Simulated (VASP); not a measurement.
# FeO (Fm-3m) in VASP: a series of runs

The runs below take FeO through single point, relaxation of cell and atoms, with PBEsol.

Everything below comes from runs of VASP 6.6.1. Logs are shortened: lines on timing, memory, paths and dates and some standing lists are left out, and cuts for length are marked.

**What was measured.**

From “W\"ustite: Electric, thermodynamic and optical properties of FeO”, 2012, arxiv:1203.1201, for a bulk crystal of FeO: band gap 2.4 eV (optical).

The results are compared with them further down.

### Step 1. The cell of the first run

Symmetry: Fm-3m, No. 225, cubic system. The conventional cell has a = 4.246 Å, b = 4.246 Å, c = 4.246 Å, α = 90.00°, β = 90.00°, γ = 90.00°. Within 2.8 Å of Fe (site symmetry m-3m) lie 6 O at 2.12 Å. Within 2.8 Å of O (site symmetry m-3m) lie 6 Fe at 2.12 Å.

### Step 2. Single point, PBEsol, collinear spin, ferromagnetic start

The input, INCAR:

```
SYSTEM = FeO
PREC = Accurate
ENCUT = 520
EDIFF = 1E-7
ISMEAR = 0
SIGMA = 0.1
LREAL = .FALSE.
LASPH = .TRUE.
NELM = 150
ALGO = Normal
ISIF = 2
LWAVE = .FALSE.
LCHARG = .FALSE.
ISPIN = 2
MAGMOM = 3.76 0.37
LORBIT = 11
LMAXMIX = 4
GGA = PS
NBANDS = 18
```

The input, KPOINTS:

```
Automatic mesh
0
G
  18 18 18
  0 0 0
```

The input, POSCAR:

```
FeO
1.0
    0.0000000000      2.1229490287      2.1229490287
    2.1229490287      0.0000000000      2.1229490287
    2.1229490287      2.1229490287      0.0000000000
Fe O
1 1
Direct
    0.0000000000      0.0000000000      0.0000000000
    0.5000000000      0.5000000000      0.5000000000
```

Potentials or basis: VASP PAW PBE potentials, release 64 (Fe, O).

Launch:

```console
> cat potpaw_PBE.64/Fe/POTCAR potpaw_PBE.64/O/POTCAR > POTCAR
> mpirun -np 1 vasp_std > vasp.out
```

OUTCAR:

```text
SYSTEM = FeO
   PREC = Accurate
   ENCUT = 520
   EDIFF = 1E-7
   ISMEAR = 0
   LREAL = .FALSE.
   LASPH = .TRUE.
   NELM = 150
   ISIF = 2
   ISPIN = 2
   LORBIT = 11
   GGA = PS

 ion  position               nearest neighbor table
   1  0.000  0.000  0.000-   2 2.12   2 2.12   2 2.12   2 2.12   2 2.12   2 2.12
   2  0.500  0.500  0.500-   1 2.12   1 2.12   1 2.12   1 2.12   1 2.12   1 2.12

  LATTYP: Found a face centered cubic cell.
 ALAT       =     4.2458980574

  Lattice vectors:

 A1 = (   0.0000000000,   2.1229490287,   2.1229490287)
 A2 = (   2.1229490287,   0.0000000000,   2.1229490287)
 A3 = (   2.1229490287,   2.1229490287,   0.0000000000)

Analysis of symmetry for initial positions (statically):
=====================================================================
 Subroutine PRICEL returns:
 Original cell was already a primitive cell.

 Routine SETGRP: Setting up the symmetry group for a
 face centered cubic supercell.

 Subroutine GETGRP returns: Found 48 space group operations
 (whereof 48 operations were pure point group operations)
 out of a pool of 48 trial point group operations.

The static configuration has the point symmetry O_h .

Analysis of symmetry for dynamics (positions and initial velocities):
=====================================================================
 Subroutine PRICEL returns:
 Original cell was already a primitive cell.

 Routine SETGRP: Setting up the symmetry group for a
 face centered cubic supercell.

 Subroutine GETGRP returns: Found 48 space group operations
 (whereof 48 operations were pure point group operations)
 out of a pool of 48 trial point group operations.

The dynamic configuration has the point symmetry O_h .

Analysis of structural, dynamic, and magnetic symmetry:
=====================================================================
 Subroutine PRICEL returns:
 Original cell was already a primitive cell.

 Routine SETGRP: Setting up the symmetry group for a
 face centered cubic supercell.

 Subroutine GETGRP returns: Found 48 space group operations
 (whereof 48 operations were pure point group operations)
 out of a pool of 48 trial point group operations.

The overall configuration has the point symmetry O_h .

 Subroutine INISYM returns: Found 48 space group operations
 (whereof 48 operations are pure point group operations),
 and found     1 'primitive' translations

----------------------------------------------------------------------------------------

                                     Primitive cell
[... 113 lines left out ...]
  Fermi-wavevector in a.u.,A,eV,Ry     =   1.475145  2.787619 29.606982  2.176052
  Thomas-Fermi vector in A             =   2.589830
   LORBIT       =     11    0 simple, 1 ext, 2 COOP (PROOUT), +10 PAW based schemes
   GGA     = PS    functional components
   LHFCALC =     F    Hartree Fock is set to
   AEXX    =    0.0000 exact exchange contribution
   IVDW    =     0    specifies the selected vdW correction
   LEPSILON=     F    determine dielectric tensor
   LRPA    =     F    only Hartree local field effects (RPA)
 spin polarized calculation
 Gauss-broadening in eV      SIGMA  =   0.10
  energy-cutoff  :      520.00
  volume of cell :       19.14
 maximum number of plane-waves:       534
   NGX = 11   NGY = 11   NGZ = 11

 number of electron      13.9999999 magnetization       3.9996486

 Free energy of the ion-electron system (eV)
  ---------------------------------------------------
  ext. energy  EPLUGINS =         0.00000000
  ---------------------------------------------------
  free energy    TOTEN  =       -15.86452071 eV

  energy without entropy =      -15.85846802  energy(sigma->0) =      -15.86149437

 E-fermi :   6.5673     XC(G=0): -12.6653

 val. band max:        6.5647485878   @ k =  -0.2222   0.0556   0.0000
 cond. band min:       6.5678970268   @ k =  -0.2222   0.1667   0.0000
 fundamental gap:      0.0031484391
 Fermi energy:         6.5672680504

 spin component 1

 k-point     1 :       0.0000    0.0000    0.0000
  band No.  band energies     occupation
      1     -14.5047      1.00000
      2       2.5713      1.00000
      3       2.5713      1.00000
      4       2.5713      1.00000
      5       2.6400      1.00000
      6       2.6400      1.00000
[... 493 lines left out ...]
     17      32.8379      0.00000
     18      34.9341      0.00000

 [... further k-points ...]

 spin component 2

 k-point     1 :       0.0000    0.0000    0.0000
  band No.  band energies     occupation
      1     -13.9267      1.00000
      2       3.1888      1.00000
      3       3.1888      1.00000
      4       3.1888      1.00000
      5       5.7606      1.00000
      6       5.7608      1.00000
[... 493 lines left out ...]
     17      33.7407      0.00000
     18      35.9927      0.00000

 [... further k-points ...]

------------------------ aborting loop because EDIFF is reached ----------------------------------------

  FORCE on cell =-STRESS in cart. coord.  units (eV):
  Direction    XX          YY          ZZ          XY          YZ          ZX
  --------------------------------------------------------------------------------------
  -------------------------------------------------------------------------------------
  Total        0.0492583      0.0492583      0.0492583      0.0000000     -0.0000000      0.0000000
  in kB        4.1242112      4.1242112      4.1242112      0.0000000     -0.0000000      0.0000000
  external PRESSURE =       4.1242112 kB  Pullay stress =       0.0000000 kB

 VOLUME and BASIS-vectors are now :
 -----------------------------------------------------------------------------
  energy-cutoff  :      520.00
  volume of cell :       19.14
      direct lattice vectors                 reciprocal lattice vectors
     0.000000000  2.122949029  2.122949029    -0.235521434  0.235521434  0.235521434
     2.122949029  0.000000000  2.122949029     0.235521434 -0.235521434  0.235521434
     2.122949029  2.122949029  0.000000000     0.235521434  0.235521434 -0.235521434

 POSITION                                       TOTAL-FORCE (eV/Angst)
 -----------------------------------------------------------------------------------
      0.00000      0.00000      0.00000         0.000000      0.000000      0.000000
      2.12295      2.12295      2.12295         0.000000      0.000000     -0.000000
 -----------------------------------------------------------------------------------
    total drift:                                0.000000     -0.000000     -0.000000

  FREE ENERGIE OF THE ION-ELECTRON SYSTEM (eV)
  ---------------------------------------------------
  free  energy   TOTEN  =       -15.8645207135 eV

  energy  without entropy=      -15.8584680222  energy(sigma->0) =      -15.86149437

 total charge

# of ion       s       p       d       tot
------------------------------------------
    1        0.306   0.397   6.120   6.822
    2        1.551   3.440   0.000   4.991
--------------------------------------------------
tot          1.857   3.836   6.120  11.813

 magnetization (x)

# of ion       s       p       d       tot
------------------------------------------
    1        0.026   0.022   3.555   3.603
    2        0.032   0.281   0.000   0.313
--------------------------------------------------
tot          0.058   0.303   3.555   3.916
```

OSZICAR:

```text
N       E                     dE             d eps       ncg     rms          rms(c)
DAV:   1     0.665989270785E+02    0.66599E+02   -0.69307E+03 15298   0.915E+02
DAV:   2    -0.141543341762E+02   -0.80753E+02   -0.68822E+02 14500   0.205E+02
DAV:   3    -0.183106818750E+02   -0.41563E+01   -0.40490E+01 16364   0.500E+01
DAV:   4    -0.183394412397E+02   -0.28759E-01   -0.28745E-01 17116   0.394E+00
DAV:   5    -0.183396236189E+02   -0.18238E-03   -0.18237E-03 16910   0.326E-01    0.166E+01
DAV:   6    -0.164806751864E+02    0.18589E+01   -0.13282E+01 18492   0.553E+01    0.191E+01
DAV:   7    -0.158908774860E+02    0.58980E+00   -0.25350E+00 18098   0.316E+01    0.982E+00
DAV:   8    -0.158845431088E+02    0.63344E-02   -0.14903E-01 17418   0.397E+00    0.557E+00
DAV:   9    -0.158632454562E+02    0.21298E-01   -0.54736E-02 22378   0.362E+00    0.116E+00
DAV:  10    -0.158642747367E+02   -0.10293E-02   -0.12644E-02 19094   0.232E+00    0.226E-01
DAV:  11    -0.158645010881E+02   -0.22635E-03   -0.18548E-03 18176   0.412E-01    0.616E-02
DAV:  12    -0.158645152190E+02   -0.14131E-04   -0.44864E-05 18012   0.647E-02    0.397E-02
DAV:  13    -0.158645192923E+02   -0.40733E-05   -0.13142E-05 21442   0.507E-02    0.143E-02
DAV:  14    -0.158645207585E+02   -0.14662E-05   -0.19784E-06 15632   0.112E-02    0.493E-03
DAV:  15    -0.158645207135E+02    0.44982E-07   -0.12242E-07 12156   0.374E-03
   1 F= -.15864521E+02 E0= -.15861494E+02  d E =-.605269E-02  mag=     3.9998
```

It took 87 s on 1 thread of AMD EPYC 9R45 (Zen 5), shared host; peak memory 0.2 GiB.

Results:

| Quantity | Value |
| --- | --- |
| Free energy | -15.8645 eV |
| Pressure | 0.4 GPa |
| Band gap on the k mesh | zero (filled and empty bands overlap) |
| Net moment | 4.00 μB per cell |
| Site moments | Fe +3.60; O +0.31 μB |
| Valence electrons inside the program's atomic spheres | Fe 6.82; O 4.99 |

Caveat: the PAW data sets were made with another functional, which shifts forces and pressure a little; a cell with one magnetic atom can't hold antiferromagnetic order, which such compounds often take; semilocal functionals often make such compounds metallic where correlation or magnetic order opens a gap, which also shifts bond lengths.

### Step 3. Relaxation of cell and atoms, PBEsol, collinear spin, ferromagnetic start

The input, INCAR:

```
PREC     = Accurate       # precision mode
ENCUT    = 600            # plane-wave cutoff, eV
EDIFF    = 1E-6           # SCF threshold, eV
ISMEAR   = 0              # smearing method
SIGMA    = 0.1            # smearing width, eV
LREAL    = F              # projectors in reciprocal space
LASPH    = T              # aspherical terms in the spheres
NELM     = 150            # most SCF steps
ALGO     = Normal         # electronic algorithm
ISIF     = 3              # what is computed and relaxed
LWAVE    = F              # write WAVECAR
LCHARG   = F              # write CHGCAR
ISPIN    = 2              # spin polarisation
MAGMOM   = 3.76 0.37      # initial moments
LORBIT   = 11             # projections on sites
LMAXMIX  = 4              # l up to which the mixer works
GGA      = PS             # functional
IBRION   = 2              # ionic algorithm
NSW      = 100            # ionic steps
EDIFFG   = -0.005         # ionic threshold
```

The input, KPOINTS:

```
regular mesh
0
Gamma
  18 18 18
```

The input, POSCAR:

```
FeO
1.0
    0.0000000000      2.1230705755      2.1230705755
    2.1230705755      0.0000000000      2.1230705755
    2.1230705755      2.1230705755      0.0000000000
Fe O
1 1
Direct
    0.0000000000      0.0000000000      0.0000000000
    0.5000000000      0.5000000000      0.5000000000
```

Potentials or basis: VASP PAW PBE potentials, release 64 (Fe, O).

Launch:

```console
> cat potpaw_PBE.64/Fe/POTCAR potpaw_PBE.64/O/POTCAR > POTCAR
> mpirun -np 1 vasp_std > vasp.out
```

It took 99 s on 1 thread of AMD EPYC 9R45 (Zen 5), shared host; peak memory 0.19 GiB.

It converged, with:

```yaml
Free_energy: -15.8663 eV
Relaxed_volume: 9.58 Å³/atom
Relaxed_cell: a = 3.004 Å, b = 3.004 Å, c = 3.004 Å, α = 60.00°, β = 60.00°, γ = 60.00°
Space_group_after_relaxing_to_0.1_Å: Fm-3m (No. 225)
Energy_gained_by_relaxing: 0.0 meV/atom
Ionic_steps: 3
Pressure_after_relaxing: 0.1 GPa
Band_gap_on_the_k_mesh: zero (filled and empty bands overlap)
Net_moment: 4.00 μB per cell
Site_moments: Fe +3.60; O +0.31 μB
Valence_electrons_inside_the_program's_atomic_spheres: Fe 6.82; O 4.99
```

Final structure:
```
Fe O
1.0
     0.00000    2.12383    2.12383
     2.12383    0.00000    2.12383
     2.12383    2.12383    0.00000
Fe O
1 1
Cartesian
  0.0000 0.0000 0.0000
  2.1238 2.1238 2.1238
```

Levels at points of the mesh, in eV from the Fermi level:
Spin up:
```
           k point  band 6  band 7  band 8  band 9  band 10  band 11  band 12  band 13
(0.00, 0.00, 0.00)   -3.93   -3.93   -3.67   -3.67     0.25    15.39    17.25    17.25
(0.50, 0.00, 0.00)   -3.02   -2.44   -0.17   -0.17     4.05     8.82    12.71    12.71
(0.50, 0.50, 0.00)   -3.24   -2.72   -2.72   -2.65     5.50     8.91    10.85    15.10
```
Spin down:
```tsv
k point	band 1	band 2	band 3	band 4	band 5	band 6	band 7	band 8	band 9	band 10
(0.00, 0.00, 0.00)	-20.48	-3.38	-3.38	-3.38	-0.80	-0.80	-0.80	0.10	0.10	1.07
(0.50, 0.00, 0.00)	-19.15	-8.41	-5.43	-5.43	0.43	0.43	0.66	2.92	2.92	4.58
(0.50, 0.50, 0.00)	-19.16	-7.22	-4.62	-4.62	-2.32	0.69	0.81	0.81	1.20	6.83
```

Caveat: the PAW data sets were made with another functional, which shifts forces and pressure a little; a cell with one magnetic atom can't hold antiferromagnetic order, which such compounds often take; semilocal functionals often make such compounds metallic where correlation or magnetic order opens a gap, which also shifts bond lengths. With open d or f shells a metallic result of PBEsol can be an artefact of self-interaction; +U or a hybrid may open a gap.

### Step 4. Single point, PBEsol, collinear spin, ferromagnetic start (9.85 Å³/atom)

This run uses another cell than the first one, of 9.85 Å³/atom.

The input, INCAR:

```
ALGO     = Normal         # electronic algorithm
EDIFF    = 1E-6           # SCF threshold, eV
ENCUT    = 520            # plane-wave cutoff, eV
GGA      = PS             # functional
ISIF     = 2              # what is computed and relaxed
ISMEAR   = 0              # smearing method
ISPIN    = 2              # spin polarisation
LASPH    = T              # aspherical terms in the spheres
LCHARG   = T              # write CHGCAR
LELF     = T              # ELF
LMAXMIX  = 4              # l up to which the mixer works
LORBIT   = 11             # projections on sites
LREAL    = F              # projectors in reciprocal space
LVHAR    = T            
LWAVE    = F              # write WAVECAR
MAGMOM   = 3.76 0.37      # initial moments
NBANDS   = 18             # bands
NELM     = 150            # most SCF steps
PREC     = Accurate       # precision mode
SIGMA    = 0.1            # smearing width, eV
```

The input, KPOINTS:

```
k-points
0
Gamma
  18 18 18
```

The input, POSCAR:

```
FeO
1.0
    0.0000000000      2.1439696950      2.1439696950
    2.1439696950      0.0000000000      2.1439696950
    2.1439696950      2.1439696950      0.0000000000
Fe O
1 1
Direct
    0.0000000000      0.0000000000      0.0000000000
    0.5000000000      0.5000000000      0.5000000000
```

Launch:

```console
> cat potpaw_PBE.64/Fe/POTCAR potpaw_PBE.64/O/POTCAR > POTCAR
> mpirun -np 1 vasp_std > vasp.out
```

Wall time 48 s (1 thread of Intel Xeon 6975P-C (Granite Rapids), shared host); peak memory 0.23 GiB.

Results (log left out):

```yaml
Free_energy: -15.8560 eV
Pressure: -5.5 GPa
Band_gap_on_the_k_mesh: zero (filled and empty bands overlap)
Net_moment: 4.00 μB per cell
Site_moments: Fe +3.61; O +0.31 μB
Valence_electrons_inside_the_program's_atomic_spheres: Fe 6.77; O 4.97
```

Levels at points of the mesh, in eV from the Fermi level:
Spin up:
```csv
k point,band 7,band 8,band 9,band 10,band 11,band 12
"(0.00, 0.00, 0.00)",-3.89,-3.67,-3.67,0.08,15.29,17.00
"(0.50, 0.00, 0.00)",-2.47,-0.27,-0.27,3.96,8.53,12.50
"(0.50, 0.50, 0.00)",-2.76,-2.76,-2.73,5.28,8.72,10.69
```
Spin down:
```
           k point  band 1  band 2  band 3  band 4  band 5  band 6  band 7  band 8  band 9  band 10
(0.00, 0.00, 0.00)  -20.26   -3.29   -3.29   -3.29   -0.76   -0.76   -0.76    0.11    0.11     0.90
(0.50, 0.00, 0.00)  -19.00   -8.18   -5.27   -5.27    0.41    0.41    0.63    2.81    2.81     4.49
(0.50, 0.50, 0.00)  -19.00   -7.03   -4.50   -4.50   -2.21    0.67    0.78    0.78    1.13     6.60
```

Caveat: the cell stands under tension; the PAW data sets were made with another functional, which shifts forces and pressure a little; a cell with one magnetic atom can't hold antiferromagnetic order, which such compounds often take; semilocal functionals often make such compounds metallic where correlation or magnetic order opens a gap, which also shifts bond lengths.

### Step 5. Single point, PBEsol, collinear spin, ferromagnetic start (10.14 Å³/atom)

This run uses another cell than the first one, of 10.14 Å³/atom.

The input, INCAR:

```
SYSTEM = FeO
PREC = Accurate
ENCUT = 520
EDIFF = 1E-6
ISMEAR = 0
SIGMA = 0.1
LREAL = .FALSE.
LASPH = .TRUE.
NELM = 150
ALGO = Normal
ISIF = 2
LWAVE = .FALSE.
LCHARG = .FALSE.
ISPIN = 2
MAGMOM = 3.76 0.37
LORBIT = 11
LMAXMIX = 4
GGA = PS
NBANDS = 18
```

The input, KPOINTS:

```
regular mesh
0
G
  18 18 18
  0 0 0
```

The input, POSCAR:

```
FeO
1.0
    0.0000000000      2.1645860529      2.1645860529
    2.1645860529      0.0000000000      2.1645860529
    2.1645860529      2.1645860529      0.0000000000
Fe O
1 1
Direct
    0.0000000000      0.0000000000      0.0000000000
    0.5000000000      0.5000000000      0.5000000000
```

Launch:

```console
> cat potpaw_PBE.64/Fe/POTCAR potpaw_PBE.64/O/POTCAR > POTCAR
> mpirun -np 1 vasp_std > vasp.out
```

Wall time 48 s (1 thread of Intel Xeon 6975P-C (Granite Rapids), shared host); peak memory 0.23 GiB.

The run converged. Its results:

| Item | Value |
| --- | --- |
| Free energy | -15.8279 eV |
| Pressure | -10.5 GPa |
| Band gap on the k mesh | zero (filled and empty bands overlap) |
| Net moment | 4.00 μB per cell |
| Site moments | Fe +3.61; O +0.30 μB |
| Valence electrons inside the program's atomic spheres | Fe 6.72; O 4.96 |

Levels at points of the mesh, in eV from the Fermi level:
Spin up:
```tsv
k point	band 5	band 6	band 7	band 8	band 9	band 10	band 11	band 12	band 13	band 14
(0.00, 0.00, 0.00)	-3.79	-3.79	-3.79	-3.66	-3.66	-0.08	15.19	16.76	16.76	16.76
(0.50, 0.00, 0.00)	-3.06	-3.06	-2.51	-0.36	-0.36	3.89	8.25	12.29	12.29	19.12
(0.50, 0.50, 0.00)	-4.77	-3.28	-2.80	-2.79	-2.79	5.06	8.53	10.54	14.41	14.41
```
Spin down:
```
           k point  band 2  band 3  band 4  band 5  band 6  band 7  band 8  band 9
(0.00, 0.00, 0.00)   -3.21   -3.21   -3.21   -0.73   -0.73   -0.73    0.12    0.12
(0.50, 0.00, 0.00)   -7.96   -5.10   -5.10    0.39    0.39    0.60    2.70    2.70
(0.50, 0.50, 0.00)   -6.84   -4.38   -4.38   -2.10    0.66    0.74    0.74    1.05
```

Caveat: the cell stands under tension; the PAW data sets were made with another functional, which shifts forces and pressure a little; a cell with one magnetic atom can't hold antiferromagnetic order, which such compounds often take; semilocal functionals often make such compounds metallic where correlation or magnetic order opens a gap, which also shifts bond lengths.

[end of part 1 of 2]
